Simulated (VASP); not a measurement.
# Al (I4/mmm) in VASP: notebook

The runs below take Al through single point, with r2SCAN.

Everything below comes from runs of VASP 6.6.1. Logs are shortened: lines on timing, memory, paths and dates and some standing lists are left out, and cuts for length are marked.

### 1 The cell of the first run

It takes space group I4/mmm (No. 139, tetragonal). The conventional cell has a = 2.781 Å, b = 2.781 Å, c = 4.029 Å, α = 90.00°, β = 90.00°, γ = 90.00°. Within 3.7 Å of Al (site symmetry 4/mmm) lie 12 Al at 2.78 to 2.81 Å.

### 2 Single point, r2SCAN (biaxial strain in the a-b plane: -1.5 %)

File POSCAR:

```
Al
1.0
    1.9663945892      1.9663945892      0.0000000000
   -1.9663945892      1.9663945892      0.0000000000
    0.0000000000      0.0000000000      4.0286134833
Al
2
Direct
    0.0000000000      0.0000000000      0.0000000000
    0.5000000000      0.5000000000      0.5000000000
```

File INCAR.step1:

```
SYSTEM = Al
ALGO = Normal
EDIFF = 1E-4
ENCUT = 520
GGA = PE
ISMEAR = 0
LASPH = .TRUE.
LCHARG = .FALSE.
LREAL = .FALSE.
LWAVE = .TRUE.
NBANDS = 10
NELM = 100
PREC = Accurate
SIGMA = 0.1
```

File INCAR.step2:

```
SYSTEM = Al
ALGO = Normal
EDIFF = 1E-7
ENCUT = 520
ISIF = 2
ISMEAR = 0
ISTART = 1
LASPH = .TRUE.
LCHARG = .FALSE.
LMIXTAU = .TRUE.
LREAL = .FALSE.
LWAVE = .FALSE.
METAGGA = R2SCAN
NBANDS = 10
NELM = 100
PREC = Accurate
SIGMA = 0.1
```

File KPOINTS:

```
k-points
0
G
  18 18 14
  0 0 0
```

Potentials or basis: VASP PAW PBE potentials, release 64 (Al).

The run is started by

```
$ cat potpaw_PBE.64/Al/POTCAR > POTCAR
$ cp INCAR.step1 INCAR
$ mpirun -np 1 vasp_std > vasp.out
$ cp INCAR.step2 INCAR
$ mpirun -np 1 vasp_std > vasp.out
```

OUTCAR:

```text
SYSTEM = Al
   EDIFF = 1E-7
   ENCUT = 520
   ISIF = 2
   ISMEAR = 0
   ISTART = 1
   LASPH = .TRUE.
   LREAL = .FALSE.
   METAGGA = R2SCAN
   NELM = 100
   PREC = Accurate

 ion  position               nearest neighbor table
   1  0.000  0.000  0.000-   2 2.81   2 2.81   2 2.81   2 2.81   2 2.81   2 2.81   2 2.81   2 2.81

   2  0.500  0.500  0.500-   1 2.81   1 2.81   1 2.81   1 2.81   1 2.81   1 2.81   1 2.81   1 2.81

  LATTYP: Found a simple tetragonal cell.
 ALAT       =     2.7809018970
 C/A-ratio  =     1.4486715578

  Lattice vectors:

 A1 = (   1.9663945892,   1.9663945892,   0.0000000000)
 A2 = (  -1.9663945892,   1.9663945892,   0.0000000000)
 A3 = (   0.0000000000,   0.0000000000,   4.0286134833)

Analysis of symmetry for initial positions (statically):
=====================================================================
 Subroutine PRICEL returns following result:

  LATTYP: Found a body centered tetragonal cell.
 ALAT       =     2.7809018970
 C/A-ratio  =     1.4486715578

  Lattice vectors:

 A1 = (   1.9663945892,   0.0000000000,  -2.0143067416)
 A2 = (  -1.9663945892,   0.0000000000,  -2.0143067417)
 A3 = (   0.0000000000,   1.9663945892,   2.0143067417)

   2 primitive cells build up your supercell.

 Routine SETGRP: Setting up the symmetry group for a
 simple tetragonal supercell.

 Subroutine GETGRP returns: Found 16 space group operations
 (whereof 16 operations were pure point group operations)
 out of a pool of 16 trial point group operations.

The static configuration has the point symmetry D_4h.

Analysis of symmetry for dynamics (positions and initial velocities):
=====================================================================
 Subroutine PRICEL returns following result:

  LATTYP: Found a body centered tetragonal cell.
 ALAT       =     2.7809018970
 C/A-ratio  =     1.4486715578

  Lattice vectors:

 A1 = (   1.9663945892,   0.0000000000,  -2.0143067416)
 A2 = (  -1.9663945892,   0.0000000000,  -2.0143067417)
 A3 = (   0.0000000000,   1.9663945892,   2.0143067417)

   2 primitive cells build up your supercell.

 Routine SETGRP: Setting up the symmetry group for a
 simple tetragonal supercell.

 Subroutine GETGRP returns: Found 16 space group operations
 (whereof 16 operations were pure point group operations)
 out of a pool of 16 trial point group operations.

The dynamic configuration has the point symmetry D_4h.

 Subroutine INISYM returns: Found 16 space group operations
 (whereof 16 operations are pure point group operations),
 and found     2 'primitive' translations

----------------------------------------------------------------------------------------

                                     Primitive cell

  volume of cell :      15.5775

  direct lattice vectors                    reciprocal lattice vectors
     1.966394589  0.000000000 -2.014306742     0.254272465  0.254272465 -0.248224359
    -1.966394589  0.000000000 -2.014306742    -0.254272465  0.254272465 -0.248224359
     0.000000000  1.966394589  2.014306742     0.000000000  0.508544931  0.000000000

  length of vectors
     2.814984783  2.814984783  2.814984783     0.436948859  0.436948859  0.508544931

  position of ions in fractional coordinates (direct lattice)
     0.000000000  0.000000000  0.000000000

  ion indices of the primitive-cell ions
   primitive index   ion index
                 1           1

----------------------------------------------------------------------------------------

 KPOINTS: k-points

Automatic generation of k-mesh.
 Grid dimensions read from file:
 generate k-points for:   18   18   14

 Generating k-lattice:

  Cartesian coordinates                     Fractional coordinates (reciprocal lattice)
     0.014126248  0.014126248  0.000000000     0.055555556  0.000000000  0.000000000
    -0.014126248  0.014126248  0.000000000     0.000000000  0.055555556  0.000000000
     0.000000000  0.000000000  0.017730311     0.000000000  0.000000000  0.071428571

  Length of vectors
     0.019977532  0.019977532  0.017730311

  Shift w.r.t. Gamma in fractional coordinates (k-lattice)
     0.000000000  0.000000000  0.000000000

 Subroutine IBZKPT returns following result:
 ===========================================

 Found    440 irreducible k-points:

 Following reciprocal coordinates:
            Coordinates               Weight
  0.000000  0.000000  0.000000      1.000000
  0.055556  0.000000  0.000000      4.000000
  0.111111  0.000000  0.000000      4.000000
  0.166667  0.000000  0.000000      4.000000
  0.222222  0.000000  0.000000      4.000000
  0.277778  0.000000  0.000000      4.000000
[... 16 lines left out ...]
  0.277778  0.111111  0.000000      8.000000
  0.333333  0.111111  0.000000      8.000000
 [... further k-points ...]
   k-points           NKPTS =    440   k-points in BZ     NKDIM =    440   number of bands    NBANDS=     10
   number of dos      NEDOS =    301   number of ions     NIONS =      2
   total plane-waves  NPLWV =  17280
   dimension x,y,z NGX =    24 NGY =   24 NGZ =   30
   dimension x,y,z NGXF=    48 NGYF=   48 NGZF=   60
   ions per type =               2
   NGX,Y,Z   is equivalent  to a cutoff of  14.35, 14.35, 12.38 a.u.
   NGXF,Y,Z  is equivalent  to a cutoff of  28.70, 28.70, 24.76 a.u.
 SYSTEM =  Al
   PREC   = accura    normal or accurate (medium, high low for compatibility)
   ISTART =      1    job   : 0-new  1-cont  2-samecut
   ICHARG =      0    charge: 1-file 2-atom 10-const
   ISPIN  =      1    spin polarized calculation?
   LNONCOLLINEAR =      F non collinear calculations
   LSORBIT =      F    spin-orbit coupling
   LASPH  =      T    aspherical Exc in radial PAW
   ENCUT  =  520.0 eV  38.22 Ry    6.18 a.u.   5.17  5.17  7.49*2*pi/ulx,y,z
   NELM   =    100;   NELMIN=  2; NELMDL=  0     # of ELM steps
   EDIFF  = 0.1E-06   stopping-criterion for ELM
   LREAL  =      F    real-space projection
   EDIFFG = 0.1E-05   stopping-criterion for IOM
   NSW    =      0    number of steps for IOM
   IBRION =     -1    ionic relax: 0-MD 1-quasi-New 2-CG
   NFREE  =      0    steps in history (QN), initial steepest desc. (CG)
   ISIF   =      2    stress and relaxation
   ISYM   =      2    0-nonsym 1-usesym 2-fastsym
   POTIM  = 0.5000    time-step for ionic-motion
   TEBEG  =    0.0;   TEEND  =   0.0 temperature during run
   PSTRESS=    0.0 pullay stress
   NELECT =       6.0000    total number of electrons
   NUPDOWN=      -1.0000    fix difference up-down
   EMIN   =  10.00;   EMAX   =-10.00  energy-range for DOS
   EFERMI =   0.00;   METHOD = LEGACY
   ISMEAR =     0;   SIGMA  =   0.10  broadening in eV -4-tet -1-fermi 0-gaus
   EFERMI_NEDOS =   21; number of points for ismear=-14 and -15
   IALGO  =     38    algorithm
   IMIX   =      4    mixing-type and parameters
     AMIX     =   0.40;   BMIX     =  1.00
     AMIX_MAG =   1.60;   BMIX_MAG =  1.00
  volume/ion in A,a.u.               =      15.58       105.12
  Fermi-wavevector in a.u.,A,eV,Ry     =   0.945401  1.786550 12.160668  0.893784
  Thomas-Fermi vector in A             =   2.073299
   LORBIT       =      0    0 simple, 1 ext, 2 COOP (PROOUT), +10 PAW based schemes
   METAGGA = R2SCAN    functional components
   LHFCALC =     F    Hartree Fock is set to
   AEXX    =    0.0000 exact exchange contribution
   IVDW    =     0    specifies the selected vdW correction
   LEPSILON=     F    determine dielectric tensor
   LRPA    =     F    only Hartree local field effects (RPA)
 non-spin polarized calculation
 Gauss-broadening in eV      SIGMA  =   0.10
  energy-cutoff  :      520.00
  volume of cell :       31.15
 maximum number of plane-waves:       860
 NGX is ok and might be reduce to    24
   NGX = 11   NGY = 11   NGZ = 15

 number of electron       6.0000000 magnetization

 Free energy of the ion-electron system (eV)
  ---------------------------------------------------
  ext. energy  EPLUGINS =         0.00000000
  ---------------------------------------------------
  free energy    TOTEN  =       -13.47280398 eV

  energy without entropy =      -13.46922098  energy(sigma->0) =      -13.47101248

 E-fermi :   8.6472     XC(G=0): -11.1217

 val. band max:        8.6417767843   @ k =   0.3333   0.2778   0.5000
 cond. band min:       8.6486978425   @ k =   0.2222   0.1111   0.0000
 fundamental gap:      0.0069210581
 Fermi energy:         8.6472143926

 k-point     1 :       0.0000    0.0000    0.0000
  band No.  band energies     occupation
      1      -3.6234      2.00000
      2       5.0713      2.00000
      3       6.6049      2.00000
      4      14.3122      0.00000
      5      15.2523      0.00000
      6      15.2523      0.00000
      7      19.4537      0.00000
      8      22.0965      0.00000
      9      22.3863      0.00000
     10      22.3863      0.00000

 k-point     2 :       0.0556    0.0000    0.0000
  band No.  band energies     occupation
      1      -3.5607      2.00000
      2       5.1286      2.00000
      3       6.6629      2.00000
      4      13.1704      0.00000
      5      15.3051      0.00000
      6      16.0182      0.00000
      7      19.9859      0.00000
      8      21.3928      0.00000
      9      21.5348      0.00000
     10      22.4473      0.00000

 k-point     3 :       0.1111    0.0000    0.0000
  band No.  band energies     occupation
      1      -3.3728      2.00000
      2       5.3003      2.00000
      3       6.8336      2.00000
      4      11.5430      0.00000
      5      15.4637      0.00000
      6      16.7020      0.00000
      7      19.7139      0.00000
      8      20.3870      0.00000
      9      21.3988      0.00000
     10      22.6300      0.00000
[... 248 lines left out ...]
 k-point    23 :       0.2778    0.1111    0.0000
  band No.  band energies     occupation
      1      -1.8167      2.00000
      2       6.6664      2.00000
      3       6.7339      2.00000
      4       8.5562      1.80202
      5      13.5867      0.00000
      6      15.0338      0.00000
      7      16.4589      0.00000
      8      21.1794      0.00000
      9      21.3993      0.00000
     10      21.7278      0.00000

 k-point    24 :       0.3333    0.1111    0.0000
  band No.  band energies     occupation
      1      -1.1378      2.00000
      2       5.3047      2.00000
      3       7.3659      2.00000
      4       9.1391      0.00000
      5      13.5935      0.00000
      6      14.1806      0.00000
      7      15.1949      0.00000
      8      20.0812      0.00000
      9      21.8215      0.00000
     10      22.3971      0.00000

 [... further k-points ...]
[... 5 lines left out ...]
  --------------------------------------------------------------------------------------
  -------------------------------------------------------------------------------------
  Total        0.5012545      0.5012545      0.0373609      0.0000000      0.0000000      0.0000000
  in kB       25.7775673     25.7775673      1.9213273      0.0000000      0.0000000      0.0000000
  external PRESSURE =      17.8254873 kB  Pullay stress =       0.0000000 kB

 VOLUME and BASIS-vectors are now :
 -----------------------------------------------------------------------------
  energy-cutoff  :      520.00
  volume of cell :       31.15
      direct lattice vectors                 reciprocal lattice vectors
     1.966394589  1.966394589  0.000000000     0.254272465  0.254272465  0.000000000
    -1.966394589  1.966394589  0.000000000    -0.254272465  0.254272465  0.000000000
     0.000000000  0.000000000  4.028613483     0.000000000  0.000000000  0.248224359

 POSITION                                       TOTAL-FORCE (eV/Angst)
 -----------------------------------------------------------------------------------
      0.00000      0.00000      0.00000         0.000000     -0.000000      0.000000
      0.00000      1.96639      2.01431        -0.000000      0.000000     -0.000000
 -----------------------------------------------------------------------------------
    total drift:                               -0.000000      0.000000     -0.000000

  FREE ENERGIE OF THE ION-ELECTRON SYSTEM (eV)
  ---------------------------------------------------
  free  energy   TOTEN  =       -13.4728039793 eV

  energy  without entropy=      -13.4692209848  energy(sigma->0) =      -13.47101248
```

It took 3.8 min on 1 thread of Intel Xeon Platinum 8488C (Sapphire Rapids), shared host; peak memory 0.23 GiB.

What came out:

```
Free energy            : -13.4728 eV
Pressure               : 1.8 GPa
Band gap on the k mesh : zero (bands 3 and 4 overlap by 12.66 eV)
```

Stress tensor (GPa, compression positive):
```
2.58 0.00 0.00
0.00 2.58 0.00
0.00 0.00 0.19
```

Caveat: the cell differs from its parent crystal (biaxial strain in the a-b plane: -1.5 %); the PAW data sets were made with another functional, which shifts forces and pressure a little.

### 3 Single point, r2SCAN (biaxial strain in the a-b plane: -1.5 %, then relaxed in part)

POSCAR, as its differences from that of step 2:

```diff
@@ -4,3 +4,3 @@
    -1.9663945892      1.9663945892      0.0000000000
-    0.0000000000      0.0000000000      4.0286134833
+    0.0000000000      0.0000000000      4.0407056512
 Al
```

File INCAR.step1:

```
SYSTEM = Al
PREC = Accurate ; ENCUT = 520
ISMEAR = 0 ; SIGMA = 0.1
LREAL = .FALSE. ; LASPH = .TRUE.
NELM = 80 ; NBANDS = 10
GGA = PE ; ALGO = Normal
EDIFF = 1E-4 ; LWAVE = .TRUE.
LCHARG = .FALSE.
```

File INCAR.step2:

```
SYSTEM = Al
PREC = Accurate ; ENCUT = 520
EDIFF = 1E-6 ; ISMEAR = 0
SIGMA = 0.1 ; LREAL = .FALSE.
LASPH = .TRUE. ; NELM = 80
ALGO = Normal ; ISIF = 2
LWAVE = .FALSE. ; LCHARG = .FALSE.
METAGGA = R2SCAN ; LMIXTAU = .TRUE.
NBANDS = 10 ; ISTART = 1
```

File KPOINTS:

```
Automatic mesh
0
G
  18 18 14
  0 0 0
```

Potentials or basis: VASP PAW PBE potentials, release 64 (Al).

The run is started by

```
$ cat potpaw_PBE.64/Al/POTCAR > POTCAR
$ cp INCAR.step1 INCAR
$ mpirun -np 1 vasp_std > vasp.out
$ cp INCAR.step2 INCAR
$ mpirun -np 1 vasp_std > vasp.out
```

Run time: 3.3 min. Hardware: 1 thread of Intel Xeon Platinum 8488C (Sapphire Rapids), shared host; peak memory 0.23 GiB.

Results (log left out):

* Free energy: -13.4727 eV
* Pressure: 1.5 GPa
* Band gap on the k mesh: zero (bands 3 and 4 overlap by 12.67 eV)

Stress tensor (GPa, compression positive):
```
 2.41  0.00  0.00
 0.00  2.41  0.00
 0.00  0.00 -0.34
```

Levels at points of the mesh, in eV from the Fermi level:
| k point | band 1 | band 2 | band 3 | band 4 | band 5 | band 6 | band 7 |
| --- | --- | --- | --- | --- | --- | --- | --- |
| (0.00, 0.00, 0.00) | -12.25 | -3.60 | -2.09 | 5.69 | 6.63 | 6.63 | 10.81 |
| (0.50, 0.00, 0.00) | -7.27 | -7.27 | 1.06 | 1.06 | 2.85 | 2.85 | 10.93 |
| (0.50, 0.50, 0.00) | -3.16 | -3.16 | -1.50 | -1.50 | 5.35 | 5.35 | 5.98 |
| (0.00, 0.00, 0.50) | -9.87 | -9.87 | 8.04 | 8.04 | 8.29 | 8.29 | 8.64 |
| (0.50, 0.00, 0.50) | -5.24 | -5.24 | -4.63 | -4.63 | 11.97 | 11.97 | 12.49 |
| (0.50, 0.50, 0.50) | -0.97 | -0.97 | -0.97 | -0.97 | 0.02 | 0.02 | 1.94 |

Caveat: the cell differs from its parent crystal (biaxial strain in the a-b plane: -1.5 %, then relaxed in part); the PAW data sets were made with another functional, which shifts forces and pressure a little.
